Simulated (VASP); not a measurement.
# BAs (I-4m2) in VASP: a series of runs, part 2 of 2

VASP 6.6.1.

## (3) Single point, LDA (strain +0.0400 x Voigt [1, 0, 0, 0, 0, 0])

INCAR

```
PREC = Accurate
ENCUT = 500
EDIFF = 1E-6
ISMEAR = -1
SIGMA = 0.2
LREAL = F
LASPH = T
NELM = 120
ALGO = Normal
ISIF = 2
LWAVE = F
LCHARG = F
NBANDS = 11
GGA_COMPAT = F
```

KPOINTS

```
regular mesh
0
Gamma
  10 10 10
```

POSCAR

```
BAs
1.0
    0.0000000000      2.3885000000      2.3885000000
    2.4840400000      0.0000000000      2.3885000000
    2.4840400000      2.3885000000      0.0000000000
B As
1 1
Direct
    0.0000000000      0.0000000000      0.0000000000
    0.7500000000      0.7500000000      0.7500000000
```

Potentials or basis: VASP PAW LDA potentials, release 64 (B, As).

Command:

```
cat potpaw_LDA.64/B/POTCAR potpaw_LDA.64/As/POTCAR > POTCAR
mpirun -np 1 vasp_std > vasp.out
```

OUTCAR:

```text
PREC = Accurate
   ENCUT = 500
   EDIFF = 1E-6
   ISMEAR = -1
   LREAL = F
   LASPH = T
   NELM = 120
   ISIF = 2

 ion  position               nearest neighbor table
   1  0.000  0.000  0.000-   2 2.10   2 2.10   2 2.10   2 2.10
   2  0.750  0.750  0.750-   1 2.10   1 2.10   1 2.10   1 2.10

  LATTYP: Found a body centered tetragonal cell.
 ALAT       =     3.3778490937
 C/A-ratio  =     1.4707821049

  Lattice vectors:

 A1 = (   2.4840400000,   0.0000000000,   2.3885000000)
 A2 = (   2.4840400000,   0.0000000000,  -2.3885000000)
 A3 = (  -2.4840400000,   2.3885000000,   0.0000000000)

Analysis of symmetry for initial positions (statically):
=====================================================================
 Subroutine PRICEL returns:
 Original cell was already a primitive cell.

 Routine SETGRP: Setting up the symmetry group for a
 body centered tetragonal supercell.

 Subroutine GETGRP returns: Found  8 space group operations
 (whereof  8 operations were pure point group operations)
 out of a pool of 16 trial point group operations.

The static configuration has the point symmetry D_2d.

Analysis of symmetry for dynamics (positions and initial velocities):
=====================================================================
 Subroutine PRICEL returns:
 Original cell was already a primitive cell.

 Routine SETGRP: Setting up the symmetry group for a
 body centered tetragonal supercell.

 Subroutine GETGRP returns: Found  8 space group operations
 (whereof  8 operations were pure point group operations)
 out of a pool of 16 trial point group operations.

The dynamic configuration has the point symmetry D_2d.

 Subroutine INISYM returns: Found  8 space group operations
 (whereof  8 operations are pure point group operations),
 and found     1 'primitive' translations

----------------------------------------------------------------------------------------

                                     Primitive cell
[... 117 lines left out ...]
   LHFCALC =     F    Hartree Fock is set to
   AEXX    =    0.0000 exact exchange contribution
   IVDW    =     0    specifies the selected vdW correction
   LEPSILON=     F    determine dielectric tensor
   LRPA    =     F    only Hartree local field effects (RPA)
 non-spin polarized calculation
  energy-cutoff  :      500.00
  volume of cell :       28.34
 maximum number of plane-waves:       733
 NGX is ok and might be reduce to    28
   NGX = 13   NGY = 13   NGZ = 13

 number of electron       7.9999999 magnetization

 Free energy of the ion-electron system (eV)
  ---------------------------------------------------
  ext. energy  EPLUGINS =         0.00000000
  ---------------------------------------------------
  free energy    TOTEN  =       -12.86480642 eV

  energy without entropy =      -12.86090485  energy(sigma->0) =      -12.86285564

 E-fermi :   6.2366     XC(G=0): -10.6232

 val. band max:        5.8506999328   @ k =   0.0000   0.0000   0.0000
 cond. band min:       6.7200741412   @ k =   0.4000   0.4000   0.0000
 fundamental gap:      0.8693742084
 Fermi energy:         6.2365925601

 k-point     1 :       0.0000    0.0000    0.0000
  band No.  band energies     occupation
      1      -9.3048      2.00000
      2       5.4641      1.95883
      3       5.8507      1.74638
      4       5.8507      1.74638
      5       8.8492      0.00000
      6       8.8492      0.00000
      7       9.0953      0.00000
      8       9.9007      0.00000
      9      14.8955      0.00000
     10      17.9995      0.00000
     11      19.0493      0.00000
[... 309 lines left out ...]
 k-point    24 :       0.4000    0.3000    0.0000
  band No.  band energies     occupation
      1      -6.7237      2.00000
      2      -0.4827      2.00000
      3       1.8542      2.00000
      4       2.2820      2.00000
      5       7.2277      0.01399
      6       8.9392      0.00000
      7      13.8624      0.00000
      8      14.7750      0.00000
      9      17.3484      0.00000
     10      20.7504      0.00000
     11      21.4194      0.00000

 [... further k-points ...]

------------------------ aborting loop because EDIFF is reached ----------------------------------------

  FORCE on cell =-STRESS in cart. coord.  units (eV):
  Direction    XX          YY          ZZ          XY          YZ          ZX
  --------------------------------------------------------------------------------------
  -------------------------------------------------------------------------------------
  Total       -2.3724058     -0.9236985     -0.9236985      0.0000000      0.0000000      0.0000000
  in kB     -134.1097944    -52.2157768    -52.2157768      0.0000000      0.0000000      0.0000000
  external PRESSURE =     -79.5137826 kB  Pullay stress =       0.0000000 kB

 VOLUME and BASIS-vectors are now :
 -----------------------------------------------------------------------------
  energy-cutoff  :      500.00
  volume of cell :       28.34
      direct lattice vectors                 reciprocal lattice vectors
     0.000000000  2.388500000  2.388500000    -0.201285003  0.209336404  0.209336404
     2.484040000  0.000000000  2.388500000     0.201285003 -0.209336404  0.209336404
     2.484040000  2.388500000  0.000000000     0.201285003  0.209336404 -0.209336404

 POSITION                                       TOTAL-FORCE (eV/Angst)
 -----------------------------------------------------------------------------------
      0.00000      0.00000      0.00000         0.000000      0.000000      0.000000
      3.72606      3.58275      3.58275        -0.000000     -0.000000     -0.000000
 -----------------------------------------------------------------------------------
    total drift:                                0.000000      0.000000      0.000000

  FREE ENERGIE OF THE ION-ELECTRON SYSTEM (eV)
  ---------------------------------------------------
  free  energy   TOTEN  =       -12.8648064240 eV

  energy  without entropy=      -12.8609048517  energy(sigma->0) =      -12.86285564
```

OSZICAR:

```text
N       E                     dE             d eps       ncg     rms          rms(c)
DAV:   1     0.101697040779E+02    0.10170E+02   -0.36285E+03  2244   0.614E+02
DAV:   2    -0.128133551331E+02   -0.22983E+02   -0.21858E+02  3015   0.102E+02
DAV:   3    -0.135032500833E+02   -0.68989E+00   -0.68842E+00  2795   0.166E+01
DAV:   4    -0.135051159321E+02   -0.18658E-02   -0.18658E-02  2473   0.100E+00
DAV:   5    -0.135051192498E+02   -0.33178E-05   -0.33175E-05  2728   0.446E-02    0.472E+00
DAV:   6    -0.129461809086E+02    0.55894E+00   -0.15551E+00  2385   0.487E+00    0.223E+00
DAV:   7    -0.128772496168E+02    0.68931E-01   -0.16059E-01  2640   0.202E+00    0.868E-01
DAV:   8    -0.128647782802E+02    0.12471E-01   -0.21738E-02  2556   0.767E-01    0.939E-02
DAV:   9    -0.128647985525E+02   -0.20272E-04   -0.75774E-04  2478   0.164E-01    0.525E-02
DAV:  10    -0.128648051957E+02   -0.66432E-05   -0.77287E-05  2430   0.497E-02    0.119E-02
DAV:  11    -0.128648065492E+02   -0.13535E-05   -0.15031E-06  2677   0.806E-03    0.106E-02
DAV:  12    -0.128648064240E+02    0.12529E-06   -0.79078E-07  1212   0.370E-03
   1 F= -.12864806E+02 E0= -.12862856E+02  d E =-.390157E-02
```

It took 22 s on 1 thread of Intel Xeon Platinum 8488C (Sapphire Rapids), shared host; peak memory 0.16 GiB.

What came out:

```yaml
Free_energy: -12.8648 eV
Pressure: -8.0 GPa
Band_gap_on_the_k_mesh: 0.87 eV (least direct gap 3.00 eV)
```

Levels at points of the mesh, in eV from the valence-band top:
| k point | band 1 | band 2 | band 3 | band 4 | band 5 | band 6 | band 7 | band 8 | band 9 |
| --- | --- | --- | --- | --- | --- | --- | --- | --- | --- |
| (0.00, 0.00, 0.00) | -15.16 | -0.39 | 0.00 | 0.00 | 3.00 | 3.00 | 3.24 | 4.05 | 9.04 |
| (0.50, 0.00, 0.00) | -12.44 | -8.60 | -2.11 | -1.65 | 2.25 | 4.51 | 4.72 | 8.49 | 12.02 |
| (0.50, 0.50, 0.00) | -11.12 | -8.24 | -4.19 | -4.12 | 1.09 | 1.19 | 10.44 | 10.95 | 12.23 |
| (0.00, 0.50, 0.50) | -11.42 | -8.54 | -3.80 | -3.80 | 1.56 | 1.62 | 10.69 | 10.69 | 11.91 |

Caveat: the cell differs from its parent crystal (strain +0.0400 x Voigt [1, 0, 0, 0, 0, 0]); the cell stands under tension. A k mesh can miss the band edges.

## (4) Single point, LDA (strain +0.0350 x Voigt [1, 0, 0, 0, 0, 0])

INCAR

```
SYSTEM = BAs
  PREC = Accurate
  ENCUT = 500
  EDIFF = 1E-6
  ISMEAR = -1
  SIGMA = 0.2
  LREAL = .False.
  LASPH = .True.
  NELM = 120
  ALGO = Normal
  ISIF = 2
  LWAVE = .False.
  LCHARG = .False.
  GGA = CA
  NBANDS = 11
  GGA_COMPAT = .False.
```

KPOINTS

```
Automatic mesh
0
Gamma
  10 10 10
  0 0 0
```

POSCAR

```
BAs
1.0
    0.0000000000      2.3885000000      2.3885000000
    2.4720975000      0.0000000000      2.3885000000
    2.4720975000      2.3885000000      0.0000000000
B As
1 1
Direct
    0.0000000000      0.0000000000      0.0000000000
    0.7500000000      0.7500000000      0.7500000000
```

Potentials or basis: VASP PAW LDA potentials, release 64 (B, As).

Command:

```
cat potpaw_LDA.64/B/POTCAR potpaw_LDA.64/As/POTCAR > POTCAR
mpirun -np 1 vasp_std > vasp.out
```

OUTCAR:

```text
SYSTEM = BAs
   PREC = Accurate
   ENCUT = 500
   EDIFF = 1E-6
   ISMEAR = -1
   LREAL = .False.
   LASPH = .True.
   NELM = 120
   ISIF = 2
   GGA = CA

 ion  position               nearest neighbor table
   1  0.000  0.000  0.000-   2 2.09   2 2.09   2 2.09   2 2.09
   2  0.750  0.750  0.750-   1 2.09   1 2.09   1 2.09   1 2.09

  LATTYP: Found a body centered tetragonal cell.
 ALAT       =     3.3778490937
 C/A-ratio  =     1.4637110371

  Lattice vectors:

 A1 = (   2.4720975000,   0.0000000000,   2.3885000000)
 A2 = (   2.4720975000,   0.0000000000,  -2.3885000000)
 A3 = (  -2.4720975000,   2.3885000000,   0.0000000000)

Analysis of symmetry for initial positions (statically):
=====================================================================
 Subroutine PRICEL returns:
 Original cell was already a primitive cell.

 Routine SETGRP: Setting up the symmetry group for a
 body centered tetragonal supercell.

 Subroutine GETGRP returns: Found  8 space group operations
 (whereof  8 operations were pure point group operations)
 out of a pool of 16 trial point group operations.

The static configuration has the point symmetry D_2d.

Analysis of symmetry for dynamics (positions and initial velocities):
=====================================================================
 Subroutine PRICEL returns:
 Original cell was already a primitive cell.

 Routine SETGRP: Setting up the symmetry group for a
 body centered tetragonal supercell.

 Subroutine GETGRP returns: Found  8 space group operations
 (whereof  8 operations were pure point group operations)
 out of a pool of 16 trial point group operations.

The dynamic configuration has the point symmetry D_2d.

 Subroutine INISYM returns: Found  8 space group operations
 (whereof  8 operations are pure point group operations),
 and found     1 'primitive' translations

[... 120 lines left out ...]
   LHFCALC =     F    Hartree Fock is set to
   AEXX    =    0.0000 exact exchange contribution
   IVDW    =     0    specifies the selected vdW correction
   LEPSILON=     F    determine dielectric tensor
   LRPA    =     F    only Hartree local field effects (RPA)
 non-spin polarized calculation
  energy-cutoff  :      500.00
  volume of cell :       28.21
 maximum number of plane-waves:       733
 NGX is ok and might be reduce to    28
   NGX = 13   NGY = 13   NGZ = 13

 number of electron       7.9999999 magnetization

 Free energy of the ion-electron system (eV)
  ---------------------------------------------------
  ext. energy  EPLUGINS =         0.00000000
  ---------------------------------------------------
  free energy    TOTEN  =       -12.87565913 eV

  energy without entropy =      -12.87190938  energy(sigma->0) =      -12.87378425

 E-fermi :   6.2888     XC(G=0): -10.6428

 val. band max:        5.8870427025   @ k =   0.0000   0.0000   0.0000
 cond. band min:       6.7866840964   @ k =   0.4000   0.4000   0.0000
 fundamental gap:      0.8996413939
 Fermi energy:         6.2888499705

 k-point     1 :       0.0000    0.0000    0.0000
  band No.  band energies     occupation
      1      -9.2948      2.00000
      2       5.5487      1.95179
      3       5.8870      1.76349
      4       5.8870      1.76349
      5       8.9154      0.00000
      6       8.9154      0.00000
      7       9.1318      0.00000
      8      10.0178      0.00000
      9      14.9692      0.00000
     10      18.1484      0.00000
     11      19.1343      0.00000
[... 309 lines left out ...]
 k-point    24 :       0.4000    0.3000   -0.0000
  band No.  band energies     occupation
      1      -6.7077      2.00000
      2      -0.4534      2.00000
      3       1.8934      2.00000
      4       2.3277      2.00000
      5       7.2963      0.01290
      6       9.0056      0.00000
      7      14.0010      0.00000
      8      14.8110      0.00000
      9      17.4399      0.00000
     10      20.8854      0.00000
     11      21.4919      0.00000

 [... further k-points ...]

------------------------ aborting loop because EDIFF is reached ----------------------------------------

  FORCE on cell =-STRESS in cart. coord.  units (eV):
  Direction    XX          YY          ZZ          XY          YZ          ZX
  --------------------------------------------------------------------------------------
  -------------------------------------------------------------------------------------
  Total       -2.1440540     -0.8817623     -0.8817623     -0.0000000      0.0000000     -0.0000000
  in kB     -121.7868019    -50.0859637    -50.0859637     -0.0000000      0.0000000     -0.0000000
  external PRESSURE =     -73.9862431 kB  Pullay stress =       0.0000000 kB

 VOLUME and BASIS-vectors are now :
 -----------------------------------------------------------------------------
  energy-cutoff  :      500.00
  volume of cell :       28.21
      direct lattice vectors                 reciprocal lattice vectors
     0.000000000  2.388500000  2.388500000    -0.202257395  0.209336404  0.209336404
     2.472097500  0.000000000  2.388500000     0.202257395 -0.209336404  0.209336404
     2.472097500  2.388500000  0.000000000     0.202257395  0.209336404 -0.209336404

 POSITION                                       TOTAL-FORCE (eV/Angst)
 -----------------------------------------------------------------------------------
      0.00000      0.00000      0.00000         0.000000      0.000000      0.000000
      3.70815      3.58275      3.58275        -0.000000     -0.000000     -0.000000
 -----------------------------------------------------------------------------------
    total drift:                                0.000000      0.000000      0.000000

  FREE ENERGIE OF THE ION-ELECTRON SYSTEM (eV)
  ---------------------------------------------------
  free  energy   TOTEN  =       -12.8756591263 eV

  energy  without entropy=      -12.8719093819  energy(sigma->0) =      -12.87378425
```

OSZICAR:

```text
N       E                     dE             d eps       ncg     rms          rms(c)
DAV:   1     0.978640976167E+01    0.97864E+01   -0.35984E+03  2244   0.613E+02
DAV:   2    -0.128320647793E+02   -0.22618E+02   -0.21548E+02  3024   0.100E+02
DAV:   3    -0.135240862977E+02   -0.69202E+00   -0.69052E+00  2780   0.165E+01
DAV:   4    -0.135259285619E+02   -0.18423E-02   -0.18422E-02  2516   0.996E-01
DAV:   5    -0.135259318366E+02   -0.32746E-05   -0.32742E-05  2745   0.439E-02    0.476E+00
DAV:   6    -0.129583455372E+02    0.56759E+00   -0.15711E+00  2385   0.491E+00    0.225E+00
DAV:   7    -0.128881791770E+02    0.70166E-01   -0.16434E-01  2625   0.204E+00    0.871E-01
DAV:   8    -0.128756305574E+02    0.12549E-01   -0.21910E-02  2562   0.771E-01    0.943E-02
DAV:   9    -0.128756513042E+02   -0.20747E-04   -0.75894E-04  2481   0.165E-01    0.530E-02
DAV:  10    -0.128756578787E+02   -0.65745E-05   -0.77270E-05  2421   0.497E-02    0.120E-02
DAV:  11    -0.128756592547E+02   -0.13761E-05   -0.15439E-06  2704   0.812E-03    0.108E-02
DAV:  12    -0.128756591263E+02    0.12847E-06   -0.79914E-07  1215   0.371E-03
   1 F= -.12875659E+02 E0= -.12873784E+02  d E =-.374974E-02
```

stdout:

```text
POSCAR found type information on POSCAR B As
 POSCAR found :  2 types and       2 ions
 scaLAPACK will be used
 LDA part: xc-table for (Slater(with rela. corr.)+CA(PZ))
 , standard interpolation
 POSCAR, INCAR and KPOINTS ok, starting setup
 FFT: planning ... GRIDC
 FFT: planning ... GRID_SOFT
 FFT: planning ... GRID
 WAVECAR not read
 entering main loop
```

Wall time 20 s (1 thread of Intel Xeon Platinum 8488C (Sapphire Rapids), shared host); peak memory 0.16 GiB.

Results:

| Quantity | Value |
| --- | --- |
| Free energy | -12.8757 eV |
| Pressure | -7.4 GPa |
| Band gap on the k mesh | 0.90 eV (least direct gap 3.03 eV) |

Caveat: the cell differs from its parent crystal (strain +0.0350 x Voigt [1, 0, 0, 0, 0, 0]); the cell stands under tension. A k mesh can miss the band edges.

## (5) Overview

| cell | gap on the mesh (eV) | pressure (GPa) |
| --- | --- | --- |
| a = 3.378, b = 3.412, c = 3.412 Å, angles 59.3, 60.3, 60.3°, 2 atoms | 0.99 | -5.6 |
| a = 3.378, b = 3.446, c = 3.446 Å, angles 58.7, 60.7, 60.7°, 2 atoms | 0.87 | -8.0 |
| a = 3.378, b = 3.437, c = 3.437 Å, angles 58.9, 60.6, 60.6°, 2 atoms | 0.90 | -7.4 |

Alike in all rows: task single point; level LDA; potentials or basis VASP PAW LDA potentials, release 64 (B, As); no spin polarisation; k mesh 10 × 10 × 10; cutoff (eV) 500; smearing fermi-dirac 0.2 eV.

Caveats: the cell stands under tension.

Total energies depend on the potentials used, so only differences within one code and one set of settings carry meaning.
